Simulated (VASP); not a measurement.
# Sn4Se5 in VASP: notebook, part 2 of 2

VASP 6.6.1. The steps go on from the part before.

### 4 Single point, PBEsol

This run uses another cell than the first one, of 48.86 Å³/atom, 1.386 times its volume.

INCAR

```
SYSTEM = Sn4Se5
PREC = Accurate
ENCUT = 520
EDIFF = 1E-6
ISMEAR = 0
SIGMA = 0.05
LREAL = .FALSE.
LASPH = .TRUE.
NELM = 100
ALGO = Normal
ISIF = 2
LWAVE = .FALSE.
LCHARG = .FALSE.
LDIPOL = .TRUE.
IDIPOL = 3
DIPOL = 0.5 0.5 0.500
GGA = PS
NBANDS = 53
```

KPOINTS

```
Automatic mesh
0
G
  9 9 1
  0 0 0
```

POSCAR

```
Sn4Se5
1.0
    4.2041099673      0.0000000000      0.0000000000
   -2.1020549836      3.6408660320      0.0000000000
    0.0000000000      0.0000000000     28.7305656565
Se Sn
5 4
Direct
    0.3333333333      0.6666666667      0.2742042057
    0.0000000000      0.0000000000      0.3887189962
    0.6666666667      0.3333333333      0.5000000039
    0.3333333333      0.6666666667      0.6112810071
    0.0000000000      0.0000000000      0.7257957898
    0.6666666667      0.3333333333      0.3214123296
    0.3333333333      0.6666666667      0.4411426536
    0.0000000000      0.0000000000      0.5588573471
    0.6666666667      0.3333333333      0.6785876671
```

Potentials or basis: VASP PAW PBE potentials, release 64 (Se, Sn_d).

The run is started by

```
cat potpaw_PBE.64/Se/POTCAR potpaw_PBE.64/Sn_d/POTCAR > POTCAR
mpirun -np 1 vasp_std > vasp.out
```

OUTCAR:

```text
SYSTEM = Sn4Se5
   PREC = Accurate
   ENCUT = 520
   EDIFF = 1E-6
   ISMEAR = 0
   LREAL = .FALSE.
   LASPH = .TRUE.
   NELM = 100
   ISIF = 2
   GGA = PS

 ion  position               nearest neighbor table
   1  0.333  0.667  0.274-   6 2.78   6 2.78   6 2.78
   2  0.000  0.000  0.389-   7 2.86   7 2.86   7 2.86   6 3.10   6 3.10   6 3.10
   3  0.667  0.333  0.500-   8 2.96   8 2.96   8 2.96   7 2.96   7 2.96   7 2.96
   4  0.333  0.667  0.611-   8 2.86   8 2.86   8 2.86   9 3.10   9 3.10   9 3.10
   5  0.000  0.000  0.726-   9 2.78   9 2.78   9 2.78
   6  0.667  0.333  0.321-   1 2.78   1 2.78   1 2.78   2 3.10   2 3.10   2 3.10
   7  0.333  0.667  0.441-   2 2.86   2 2.86   2 2.86   3 2.96   3 2.96   3 2.96
   8  0.000  0.000  0.559-   4 2.86   4 2.86   4 2.86   3 2.96   3 2.96   3 2.96
   9  0.667  0.333  0.679-   5 2.78   5 2.78   5 2.78   4 3.10   4 3.10   4 3.10

  LATTYP: Found a hexagonal cell.
 ALAT       =     4.2041099673
 C/A-ratio  =     6.8339234416

  Lattice vectors:

 A1 = (   4.2041099673,   0.0000000000,   0.0000000000)
 A2 = (  -2.1020549836,   3.6408660320,   0.0000000000)
 A3 = (   0.0000000000,   0.0000000000,  28.7305656565)

Analysis of symmetry for initial positions (statically):
=====================================================================
 Subroutine PRICEL returns:
 Original cell was already a primitive cell.

 Routine SETGRP: Setting up the symmetry group for a
 hexagonal supercell.

 Subroutine GETGRP returns: Found 12 space group operations
 (whereof  6 operations were pure point group operations)
 out of a pool of 24 trial point group operations.

The static configuration has the point symmetry C_3v.
 The point group associated with its full space group is D_3d.

Analysis of symmetry for dynamics (positions and initial velocities):
=====================================================================
 Subroutine PRICEL returns:
 Original cell was already a primitive cell.

 Routine SETGRP: Setting up the symmetry group for a
 hexagonal supercell.

[... 142 lines left out ...]
 NGX is ok and might be reduce to    32
   NGX = 15   NGY = 15   NGZ =107

 dipolmoment           0.000000      0.000000     -0.000000 electrons x Angstroem

 number of electron      85.9999994 magnetization

 dipolmoment           0.000000      0.000000      0.000001 electrons x Angstroem

 Free energy of the ion-electron system (eV)
  ---------------------------------------------------
  ext. energy  EPLUGINS =         0.00000000
  ---------------------------------------------------
  free energy    TOTEN  =       -39.54597225 eV

  energy without entropy =      -39.54177708  energy(sigma->0) =      -39.54387466

 E-fermi :   0.3054     XC(G=0):  -5.6789

 val. band max:        0.2806512019   @ k =   0.1111   0.1111   0.0000
 cond. band min:       0.4152061248   @ k =   0.3333   0.2222   0.0000
 fundamental gap:      0.1345549230
 Fermi energy:         0.3053962980

 k-point     1 :       0.0000    0.0000    0.0000
  band No.  band energies     occupation
      1     -21.1045      2.00000
      2     -21.1045      2.00000
      3     -21.0991      2.00000
      4     -21.0991      2.00000
      5     -21.0882      2.00000
      6     -21.0872      2.00000
[... 661 lines left out ...]
     52       4.8396      0.00000
     53       4.9632      0.00000

------------------------ aborting loop because EDIFF is reached ----------------------------------------

 vacuum level on the upper side and lower side of the slab       (xc-potential included)        -0.144        -0.144

  FORCE on cell =-STRESS in cart. coord.  units (eV):
  Direction    XX          YY          ZZ          XY          YZ          ZX
  --------------------------------------------------------------------------------------
  -------------------------------------------------------------------------------------
  Total       -2.9386905     -2.9386905      0.0586978     -0.0000000     -0.0000000     -0.0000000
  in kB      -10.7063511    -10.7063511      0.2138502     -0.0000000     -0.0000000     -0.0000000
  external PRESSURE =      -7.0662840 kB  Pullay stress =       0.0000000 kB

 VOLUME and BASIS-vectors are now :
 -----------------------------------------------------------------------------
  energy-cutoff  :      520.00
  volume of cell :      439.77
      direct lattice vectors                 reciprocal lattice vectors
     4.204109967  0.000000000  0.000000000     0.237862475  0.137329964  0.000000000
    -2.102054984  3.640866032  0.000000000     0.000000000  0.274659927  0.000000000
     0.000000000  0.000000000 28.730565657     0.000000000  0.000000000  0.034806137

 POSITION                                       TOTAL-FORCE (eV/Angst)
 -----------------------------------------------------------------------------------
     -0.00000      2.42724      7.87804         0.000000      0.000000     -0.012819
      0.00000      0.00000     11.16812         0.000000      0.000000     -0.011768
      2.10205      1.21362     14.36528         0.000000     -0.000000      0.000000
     -0.00000      2.42724     17.56245         0.000000     -0.000000      0.011768
      0.00000      0.00000     20.85252         0.000000     -0.000000      0.012819
      2.10205      1.21362      9.23436         0.000000     -0.000000      0.012884
     -0.00000      2.42724     12.67428         0.000000     -0.000000      0.001411
      0.00000      0.00000     16.05629        -0.000000     -0.000000     -0.001411
      2.10205      1.21362     19.49621        -0.000000      0.000000     -0.012884
 -----------------------------------------------------------------------------------
    total drift:                               -0.000001      0.000000      0.000144

  FREE ENERGIE OF THE ION-ELECTRON SYSTEM (eV)
  ---------------------------------------------------
  free  energy   TOTEN  =       -39.5459722453 eV

  energy  without entropy=      -39.5417770793  energy(sigma->0) =      -39.54387466

 vacuum level on the upper side and lower side of the slab         5.671         5.671
```

stdout:

```text
POSCAR found type information on POSCAR SeSn
 POSCAR found :  2 types and       9 ions
 scaLAPACK will be used
 -----------------------------------------------------------------------------
|                                                                             |
|                                                                             |
|     You enforced a specific xc type in the INCAR file but a different       |
|     I HOPE YOU KNOW WHAT YOU ARE DOING!                                     |
|                                                                             |
 -----------------------------------------------------------------------------

 LDA part: xc-table for (Slater+PW92), standard interpolation
 POSCAR, INCAR and KPOINTS ok, starting setup
 FFT: planning ... GRIDC
 FFT: planning ... GRID_SOFT
 FFT: planning ... GRID
 WAVECAR not read
 entering main loop
```

Run time: 8.4 min. Hardware: 1 thread of Intel Xeon Platinum 8259CL at 2.50GHz (Skylake/Cascade Lake), shared host; peak memory 0.63 GiB.

Results:

```yaml
Free_energy: -39.5460 eV
Largest_force: 0.013 eV/Å
Band_gap_on_the_k_mesh: zero (band 43 reaches 0.28 eV, above the bottom of band 44 at 0.23 eV)
```

Forces in eV/Å, atoms in the order of the input:
```
Se   0.000  0.000 -0.013
Se   0.000  0.000 -0.012
Se   0.000  0.000  0.000
Se   0.000  0.000  0.012
Se   0.000  0.000  0.013
Sn   0.000  0.000  0.013
Sn   0.000  0.000  0.001
Sn   0.000  0.000 -0.001
Sn   0.000  0.000 -0.013
```

Caveat: the PAW data sets were made with another functional, which shifts forces and pressure a little; spin-orbit coupling is left out, which moves the levels of the heavy elements.

### 5 Single point, PBEsol

This run uses another cell than the first one, of 48.86 Å³/atom, 1.386 times its volume.

Edit INCAR of step 4 so:

```diff
@@ -8,3 +8,3 @@
 LASPH = .TRUE.
-NELM = 100
+NELM = 80
 ALGO = Normal
```

KPOINTS is that of step 4.

POSCAR

```
Sn4Se5
1.0
    4.2041099673      0.0000000000      0.0000000000
   -2.1020549836      3.6408660320      0.0000000000
    0.0000000000      0.0000000000     28.7305656565
Se Sn
5 4
Direct
    0.3333333333      0.6666666667      0.2610460264
    0.0000000000      0.0000000000      0.3805230132
    0.6666666667      0.3333333333      0.5000000000
    0.3333333333      0.6666666667      0.6194769868
    0.0000000000      0.0000000000      0.7389539736
    0.6666666667      0.3333333333      0.3207845198
    0.3333333333      0.6666666667      0.4402615066
    0.0000000000      0.0000000000      0.5597384934
    0.6666666667      0.3333333333      0.6792154802
```

The run is started by

```
cat potpaw_PBE.64/Se/POTCAR potpaw_PBE.64/Sn_d/POTCAR > POTCAR
mpirun -np 1 vasp_std > vasp.out
```

Run time: 8.8 min. Hardware: 1 thread of Intel Xeon Platinum 8259CL at 2.50GHz (Skylake/Cascade Lake), shared host; peak memory 0.63 GiB.

Results (log left out):

```yaml
Free_energy: -38.8234 eV
Largest_force: 1.932 eV/Å
Band_gap_on_the_k_mesh: zero (band 43 reaches 0.10 eV, above the bottom of band 44 at 0.02 eV)
```

Forces on the atoms (eV/Å):
```
Se   0.000  0.000  1.674
Se   0.000  0.000  0.552
Se   0.000  0.000  0.000
Se   0.000  0.000 -0.552
Se   0.000  0.000 -1.674
Sn   0.000  0.000 -1.932
Sn   0.000  0.000 -0.251
Sn   0.000  0.000  0.251
Sn   0.000  0.000  1.932
```

Levels at points of the mesh, in eV from the Fermi level:
| k point | band 41 | band 42 | band 43 | band 44 | band 45 | band 46 |
| --- | --- | --- | --- | --- | --- | --- |
| (0.00, 0.00, 0.00) | -0.53 | -0.53 | -0.26 | 0.62 | 0.88 | 1.58 |

Caveat: the PAW data sets were made with another functional, which shifts forces and pressure a little; spin-orbit coupling is left out, which moves the levels of the heavy elements.
